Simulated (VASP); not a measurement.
The system is BaZrO3.

```
CELL_PARAMETERS angstrom
4.15362 0.00000 0.00000
0.00000 4.15362 0.00000
0.00000 0.00000 4.27049
ATOMIC_POSITIONS crystal
Ba 0.50000 0.50000 0.58254
Zr 0.00000 0.00000 0.10004
O 0.00000 0.50000 0.06422
O 0.50000 0.00000 0.06422
O 0.00000 0.00000 0.54897
```

* Program: VASP 6.6.1
* Task: relaxation of cell and atoms
* Functional: PBE
* Potentials or basis: VASP PAW PBE potentials, release 64 (Ba_sv, Zr_sv, O)
* Cutoff: 600 eV
* k mesh: 6 × 6 × 6
* Occupations: fermi-dirac, width 0.02 eV
* Spin: no spin polarisation

At the start: pressure 7.7 GPa; volume 14.74 Å³/atom.

Question: How do energy, volume and symmetry change on relaxing?

Answer: Over 30 steps the energy falls by 39.7 meV/atom and the volume is 15.19 Å³/atom (+3.1 %); space group P4mm (No. 99, to 0.1 Å) before, Pm-3m (No. 221, to 0.1 Å).

The path:
```tsv
step	energy change (eV)	largest force (eV/Å)	pressure (GPa)	volume (Å³)
1	0.0000	1.9578	7.69	73.68
2	-0.0059	0.3102	-8.71	81.48
3	-0.1505	0.3573	-1.46	77.23
4	-0.1506	0.3732	-1.30	77.16
5	-0.1783	0.2909	-0.28	76.33
6	-0.1887	0.1557	1.14	75.45
7	-0.1905	0.1336	-0.61	76.29
8	-0.1918	0.1013	0.06	75.96
9	-0.1935	0.0878	-0.12	76.05
10	-0.1944	0.0908	-0.38	76.18
11	-0.1955	0.0875	-0.01	75.99
12	-0.1959	0.0941	0.45	75.75
13	-0.1968	0.0917	0.35	75.79
14	-0.1980	0.0830	0.07	75.92
15	-0.1984	0.0466	-0.05	75.98
16	-0.1986	0.0182	-0.19	76.04
17	-0.1987	0.0116	0.07	75.91
18	-0.1987	0.0130	0.03	75.94
19	-0.1987	0.0132	0.02	75.94
20	-0.1987	0.0107	0.01	75.94
21	-0.1987	0.0053	0.02	75.94
22	-0.1987	0.0069	-0.01	75.95
23	-0.1987	0.0088	-0.05	75.97
24	-0.1987	0.0080	-0.03	75.96
25	-0.1987	0.0071	0.00	75.94
26	-0.1987	0.0073	0.02	75.94
27	-0.1987	0.0081	0.00	75.95
28	-0.1987	0.0079	0.00	75.95
29	-0.1987	0.0057	-0.01	75.95
30	-0.1987	0.0018	0.03	75.93
```

Final structure:
```yaml
crystal:
  lattice:
    - [4.23491, 0.00000, 0.00000]
    - [0.00000, 4.23491, 0.00000]
    - [0.00000, 0.00000, 4.23378]
  atoms:
    - { symbol: Ba, position: [0.50000, 0.50000, 0.57207] }
    - { symbol: Zr, position: [0.00000, 0.00000, 0.07199] }
    - { symbol: O, position: [0.00000, 0.50000, 0.07196] }
    - { symbol: O, position: [0.50000, 0.00000, 0.07196] }
    - { symbol: O, position: [0.00000, 0.00000, 0.57201] }
```
